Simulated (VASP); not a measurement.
# Cu (P6_3/mmc) in VASP: further runs

Cu is run at these levels: LDA; tasks: single point.

Everything below comes from runs of VASP 6.6.1. Logs are shortened: lines on timing, memory, paths and dates and some standing lists are left out, and cuts for length are marked.

## 1. The cell of the first run

The structure is hexagonal, space group P6_3/mmc (No. 194). Conventional cell: a = 2.497 Å, b = 2.497 Å, c = 8.150 Å, α = 90.00°, β = 90.00°, γ = 120.00°. Cu (site symmetry -6m2) has 12 Cu at 2.50 Å within 3.3 Å. Within 3.3 Å of Cu (site symmetry -3m) lie 12 Cu at 2.50 Å.

This isn't the form of Cu at room conditions, which is fcc.

## 2. Single point, LDA

INCAR

```
SYSTEM = Cu
PREC = Accurate
ENCUT = 520
EDIFF = 1E-6
ISMEAR = -1
SIGMA = 0.05
LREAL = .FALSE.
LASPH = .TRUE.
NELM = 60
ALGO = Normal
ISIF = 2
LWAVE = .FALSE.
LCHARG = .FALSE.
GGA = CA
NBANDS = 30
```

KPOINTS

```
regular mesh
0
G
  12 12 4
  0 0 0
```

POSCAR

```
Cu
1.0
    2.4965603200      0.0000000000      0.0000000000
   -1.2482801600      2.1620846592      0.0000000000
    0.0000000000      0.0000000000      8.1501552425
Cu
4
Direct
    0.6666666667      0.3333333333      0.7500000000
    0.0000000000      0.0000000000      0.5000000000
    0.3333333333      0.6666666667      0.2500000000
    0.0000000000      0.0000000000      0.0000000000
```

Potentials or basis: VASP PAW LDA potentials, release 64 (Cu).

Launch:

```sh
$ cat potpaw_LDA.64/Cu/POTCAR > POTCAR
$ mpirun -np 1 vasp_std > vasp.out
```

OUTCAR:

```text
SYSTEM = Cu
   PREC = Accurate
   ENCUT = 520
   EDIFF = 1E-6
   ISMEAR = -1
   LREAL = .FALSE.
   LASPH = .TRUE.
   NELM = 60
   ISIF = 2
   GGA = CA

 ion  position               nearest neighbor table
   1  0.667  0.333  0.750-   2 2.50   4 2.50   2 2.50   4 2.50   2 2.50   4 2.50
   2  0.000  0.000  0.500-   1 2.50   3 2.50   3 2.50   1 2.50   1 2.50   3 2.50
   3  0.333  0.667  0.250-   2 2.50   4 2.50   2 2.50   4 2.50   2 2.50   4 2.50
   4  0.000  0.000  0.000-   1 2.50   3 2.50   3 2.50   1 2.50   1 2.50   3 2.50

  LATTYP: Found a hexagonal cell.
 ALAT       =     2.4965603200
 C/A-ratio  =     3.2645537050

  Lattice vectors:

 A1 = (   2.4965603200,   0.0000000000,   0.0000000000)
 A2 = (  -1.2482801600,   2.1620846592,   0.0000000000)
 A3 = (   0.0000000000,   0.0000000000,   8.1501552425)

Analysis of symmetry for initial positions (statically):
=====================================================================
 Subroutine PRICEL returns:
 Original cell was already a primitive cell.

 Routine SETGRP: Setting up the symmetry group for a
 hexagonal supercell.

 Subroutine GETGRP returns: Found 24 space group operations
 (whereof 12 operations were pure point group operations)
 out of a pool of 24 trial point group operations.

The static configuration has the point symmetry D_3d.
 The point group associated with its full space group is D_6h.

Analysis of symmetry for dynamics (positions and initial velocities):
=====================================================================
 Subroutine PRICEL returns:
 Original cell was already a primitive cell.

 Routine SETGRP: Setting up the symmetry group for a
 hexagonal supercell.

 Subroutine GETGRP returns: Found 24 space group operations
 (whereof 12 operations were pure point group operations)
 out of a pool of 24 trial point group operations.

The dynamic configuration has the point symmetry D_3d.
 The point group associated with its full space group is D_6h.

 Subroutine INISYM returns: Found 24 space group operations
 (whereof 12 operations are pure point group operations),
 and found     1 'primitive' translations

----------------------------------------------------------------------------------------

                                     Primitive cell

  volume of cell :      43.9927

  direct lattice vectors                    reciprocal lattice vectors
     2.496560320  0.000000000  0.000000000     0.400551107  0.231258289  0.000000000
    -1.248280160  2.162084659  0.000000000     0.000000000  0.462516579  0.000000000
     0.000000000  0.000000000  8.150155243     0.000000000  0.000000000  0.122697049

  length of vectors
     2.496560320  2.496560320  8.150155243     0.462516579  0.462516579  0.122697049

  position of ions in fractional coordinates (direct lattice)
     0.666666667  0.333333333  0.750000000
     0.000000000  0.000000000  0.500000000
     0.333333333  0.666666667  0.250000000
     0.000000000  0.000000000  0.000000000

  ion indices of the primitive-cell ions
   primitive index   ion index
                 1           1
                 2           2
                 3           3
                 4           4

----------------------------------------------------------------------------------------

 KPOINTS: regular mesh

Automatic generation of k-mesh.
 Grid dimensions read from file:
 generate k-points for:   12   12    4

 Generating k-lattice:

  Cartesian coordinates                     Fractional coordinates (reciprocal lattice)
     0.033379259  0.019271524  0.000000000     0.083333333 -0.000000000  0.000000000
     0.000000000  0.038543048  0.000000000     0.000000000  0.083333333  0.000000000
     0.000000000  0.000000000  0.030674262     0.000000000  0.000000000  0.250000000

  Length of vectors
     0.038543048  0.038543048  0.030674262

  Shift w.r.t. Gamma in fractional coordinates (k-lattice)
     0.000000000  0.000000000  0.000000000

 Subroutine IBZKPT returns following result:
 ===========================================

 Found     57 irreducible k-points:

 Following reciprocal coordinates:
            Coordinates               Weight
  0.000000  0.000000  0.000000      1.000000
  0.083333 -0.000000  0.000000      6.000000
  0.166667 -0.000000  0.000000      6.000000
  0.250000  0.000000  0.000000      6.000000
  0.333333 -0.000000  0.000000      6.000000
  0.416667 -0.000000  0.000000      6.000000
[... 16 lines left out ...]
  0.250000  0.000000  0.250000     12.000000
  0.333333 -0.000000  0.250000     12.000000
 [... further k-points ...]
   k-points           NKPTS =     57   k-points in BZ     NKDIM =     57   number of bands    NBANDS=     30
   number of dos      NEDOS =    301   number of ions     NIONS =      4
   total plane-waves  NPLWV =  25600
   dimension x,y,z NGX =    20 NGY =   20 NGZ =   64
   dimension x,y,z NGXF=    40 NGYF=   40 NGZF=  128
   ions per type =               4
   NGX,Y,Z   is equivalent  to a cutoff of  13.32, 13.32, 13.05 a.u.
   NGXF,Y,Z  is equivalent  to a cutoff of  26.64, 26.64, 26.11 a.u.
 SYSTEM =  Cu
   PREC   = accura    normal or accurate (medium, high low for compatibility)
   ISTART =      0    job   : 0-new  1-cont  2-samecut
   ICHARG =      2    charge: 1-file 2-atom 10-const
   ISPIN  =      1    spin polarized calculation?
   LNONCOLLINEAR =      F non collinear calculations
   LSORBIT =      F    spin-orbit coupling
   LASPH  =      T    aspherical Exc in radial PAW
   ENCUT  =  520.0 eV  38.22 Ry    6.18 a.u.   4.64  4.64 15.15*2*pi/ulx,y,z
   NELM   =     60;   NELMIN=  2; NELMDL= -5     # of ELM steps
   EDIFF  = 0.1E-05   stopping-criterion for ELM
   LREAL  =      F    real-space projection
   EDIFFG = 0.1E-04   stopping-criterion for IOM
   NSW    =      0    number of steps for IOM
   IBRION =     -1    ionic relax: 0-MD 1-quasi-New 2-CG
   NFREE  =      0    steps in history (QN), initial steepest desc. (CG)
   ISIF   =      2    stress and relaxation
   ISYM   =      2    0-nonsym 1-usesym 2-fastsym
   POTIM  = 0.5000    time-step for ionic-motion
   TEBEG  =    0.0;   TEEND  =   0.0 temperature during run
   PSTRESS=    0.0 pullay stress
   NELECT =      44.0000    total number of electrons
   NUPDOWN=      -1.0000    fix difference up-down
   EMIN   =  10.00;   EMAX   =-10.00  energy-range for DOS
   EFERMI =   0.00;   METHOD = LEGACY
   ISMEAR =    -1;   SIGMA  =   0.05  broadening in eV -4-tet -1-fermi 0-gaus
   EFERMI_NEDOS =   21; number of points for ismear=-14 and -15
   IALGO  =     38    algorithm
   IMIX   =      4    mixing-type and parameters
     AMIX     =   0.40;   BMIX     =  1.00
     AMIX_MAG =   1.60;   BMIX_MAG =  1.00
  volume/ion in A,a.u.               =      11.00        74.22
  Fermi-wavevector in a.u.,A,eV,Ry     =   1.637189  3.093839 36.468895  2.680388
  Thomas-Fermi vector in A             =   2.728370
   LORBIT       =      0    0 simple, 1 ext, 2 COOP (PROOUT), +10 PAW based schemes
   GGA     = CA    functional components
   LHFCALC =     F    Hartree Fock is set to
   AEXX    =    0.0000 exact exchange contribution
   IVDW    =     0    specifies the selected vdW correction
   LEPSILON=     F    determine dielectric tensor
   LRPA    =     F    only Hartree local field effects (RPA)
 non-spin polarized calculation
  energy-cutoff  :      520.00
  volume of cell :       43.99
 maximum number of plane-waves:      1206
 NGX is ok and might be reduce to    20
   NGX =  9   NGY =  9   NGZ = 31

 number of electron      43.9999973 magnetization

 Free energy of the ion-electron system (eV)
  ---------------------------------------------------
  ext. energy  EPLUGINS =         0.00000000
  ---------------------------------------------------
  free energy    TOTEN  =       -18.80514737 eV

  energy without entropy =      -18.79232016  energy(sigma->0) =      -18.79873376

 E-fermi :   8.1779     XC(G=0): -13.5241

 val. band max:        8.1564339565   @ k =   0.1667   0.0833   0.5000
 cond. band min:       8.2759958085   @ k =   0.5000   0.0000   0.5000
 fundamental gap:      0.1195618520
 Fermi energy:         8.1779103799

 k-point     1 :       0.0000    0.0000    0.0000
  band No.  band energies     occupation
      1      -1.6381      2.00000
      2       0.5735      2.00000
      3       0.5897      2.00000
      4       2.7273      2.00000
      5       4.6875      2.00000
      6       4.6892      2.00000
[... 22 lines left out ...]
     29      30.8111      0.00000
     30      31.1070      0.00000

 k-point     2 :       0.0833   -0.0000    0.0000
  band No.  band energies     occupation
      1      -1.4020      2.00000
      2       0.7828      2.00000
      3       0.7986      2.00000
      4       2.8684      2.00000
      5       4.5718      2.00000
      6       4.6293      2.00000
[... 22 lines left out ...]
     29      28.9686      0.00000
     30      29.0005      0.00000

 k-point     3 :       0.1667   -0.0000    0.0000
  band No.  band energies     occupation
      1      -0.7113      2.00000
      2       1.3690      2.00000
      3       1.3833      2.00000
      4       3.2293      2.00000
      5       4.3622      2.00000
      6       4.4910      2.00000
[... 22 lines left out ...]
     29      25.1721      0.00000
     30      25.2231      0.00000

 k-point     4 :       0.2500    0.0000    0.0000
  band No.  band energies     occupation
      1       0.3669      2.00000
      2       2.1539      2.00000
      3       2.1654      2.00000
      4       3.5676      2.00000
      5       4.2143      2.00000
      6       4.2224      2.00000
[... 22 lines left out ...]
     29      22.9384      0.00000
     30      23.1112      0.00000

 k-point     5 :       0.3333   -0.0000    0.0000
  band No.  band energies     occupation
      1       1.6438      2.00000
      2       2.7244      2.00000
      3       2.7502      2.00000
      4       3.5680      2.00000
      5       3.9491      2.00000
      6       4.0990      2.00000
[... 22 lines left out ...]
     29      23.1753      0.00000
     30      23.3425      0.00000
[... 526 lines left out ...]
     29      28.2575      0.00000
     30      29.1712      0.00000

 k-point    22 :       0.1667   -0.0000    0.2500
  band No.  band energies     occupation
      1      -0.5687      2.00000
      2       0.5209      2.00000
      3       2.2697      2.00000
      4       3.1798      2.00000
      5       4.3486      2.00000
      6       4.5195      2.00000
[... 22 lines left out ...]
     29      25.2496      0.00000
     30      26.3766      0.00000

 k-point    23 :       0.2500    0.0000    0.2500
  band No.  band energies     occupation
      1       0.4945      2.00000
      2       1.4477      2.00000
      3       2.8639      2.00000
      4       3.5508      2.00000
      5       4.1117      2.00000
      6       4.1456      2.00000
[... 22 lines left out ...]
     29      22.5961      0.00000
     30      24.9139      0.00000

 k-point    24 :       0.3333   -0.0000    0.2500
  band No.  band energies     occupation
      1       1.7324      2.00000
      2       2.3411      2.00000
      3       3.1028      2.00000
      4       3.5671      2.00000
      5       3.8441      2.00000
      6       3.9290      2.00000
[... 22 lines left out ...]
     29      21.3366      0.00000
     30      22.1441      0.00000

 [... further k-points ...]

------------------------ aborting loop because EDIFF is reached ----------------------------------------

  FORCE on cell =-STRESS in cart. coord.  units (eV):
  Direction    XX          YY          ZZ          XY          YZ          ZX
  --------------------------------------------------------------------------------------
  -------------------------------------------------------------------------------------
  Total        0.0077581      0.0077581     -0.1424338     -0.0000000     -0.0000000      0.0000000
  in kB        0.2825440      0.2825440     -5.1873210     -0.0000000     -0.0000000      0.0000000
  external PRESSURE =      -1.5407443 kB  Pullay stress =       0.0000000 kB

 VOLUME and BASIS-vectors are now :
 -----------------------------------------------------------------------------
  energy-cutoff  :      520.00
  volume of cell :       43.99
      direct lattice vectors                 reciprocal lattice vectors
     2.496560320  0.000000000  0.000000000     0.400551107  0.231258289  0.000000000
    -1.248280160  2.162084659  0.000000000     0.000000000  0.462516579  0.000000000
     0.000000000  0.000000000  8.150155243     0.000000000  0.000000000  0.122697049

 POSITION                                       TOTAL-FORCE (eV/Angst)
 -----------------------------------------------------------------------------------
      1.24828      0.72069      6.11262        -0.000000      0.000000     -0.000000
      0.00000      0.00000      4.07508        -0.000000      0.000000      0.000000
     -0.00000      1.44139      2.03754         0.000000      0.000000     -0.000000
      0.00000      0.00000      0.00000        -0.000000      0.000000      0.000000
 -----------------------------------------------------------------------------------
    total drift:                                0.000000     -0.000000      0.000000

  FREE ENERGIE OF THE ION-ELECTRON SYSTEM (eV)
  ---------------------------------------------------
  free  energy   TOTEN  =       -18.8051473663 eV

  energy  without entropy=      -18.7923201596  energy(sigma->0) =      -18.79873376
```

Wall time 85 s (1 thread of Intel Xeon 8259CL, shared host); peak memory 0.18 GiB.

Results:

* Free energy: -18.8051 eV
* Pressure: -0.2 GPa
* Band gap on the k mesh: zero (bands 22 and 23 overlap by 5.41 eV)

## 3. Single point, LDA

This run uses another cell than the first one, of 11.23 Å³/atom.

INCAR

```
PREC = Accurate ; ENCUT = 520
EDIFF = 1E-6 ; ISMEAR = -1
SIGMA = 0.05 ; LREAL = False
LASPH = True ; NELM = 100
ALGO = Normal ; ISIF = 2
LWAVE = False ; LCHARG = True
GGA = CA ; LELF = True
LVHAR = True ; NBANDS = 30
```

KPOINTS

```
Automatic mesh
0
Gamma
  12 12 4
```

POSCAR

```
Cu
1.0
    2.5137785214      0.0000000000      0.0000000000
   -1.2568892608      2.1769960591      0.0000000000
    0.0000000000      0.0000000000      8.2063649859
Cu
4
Direct
    0.6666666667      0.3333333333      0.7500000000
    0.0000000000      0.0000000000      0.5000000000
    0.3333333333      0.6666666667      0.2500000000
    0.0000000000      0.0000000000      0.0000000000
```

Potentials or basis: VASP PAW LDA potentials, release 64 (Cu).

Launch:

```sh
$ cat potpaw_LDA.64/Cu/POTCAR > POTCAR
$ mpirun -np 1 vasp_std > vasp.out
```

It took 2 min on 1 thread of Intel Xeon 8259CL, shared host; peak memory 0.18 GiB.

The run converged. Its results:

```yaml
Free_energy: -18.7907 eV
Pressure: -3.8 GPa
Band_gap_on_the_k_mesh: zero (bands 22 and 23 overlap by 5.35 eV)
```

Stress tensor (GPa, compression positive):
```
-3.63  0.00  0.00
 0.00 -3.63  0.00
 0.00  0.00 -4.16
```

Levels at points of the mesh, in eV from the Fermi level:
```csv
k point,band 19,band 20,band 21,band 22,band 23,band 24,band 25,band 26
"(0.00, 0.00, 0.00)",-2.14,-1.97,-1.97,-1.66,-1.66,-1.03,4.08,12.97
"(0.50, 0.00, 0.00)",-1.52,-1.50,-0.60,0.44,1.09,1.67,4.90,4.93
"(0.00, 0.00, 0.50)",-2.28,-2.28,-1.79,-1.79,-1.79,-1.79,7.27,7.27
"(0.50, 0.00, 0.50)",-1.52,-1.52,0.11,0.11,1.46,1.46,5.40,5.40
```

Caveat: the cell stands under tension.
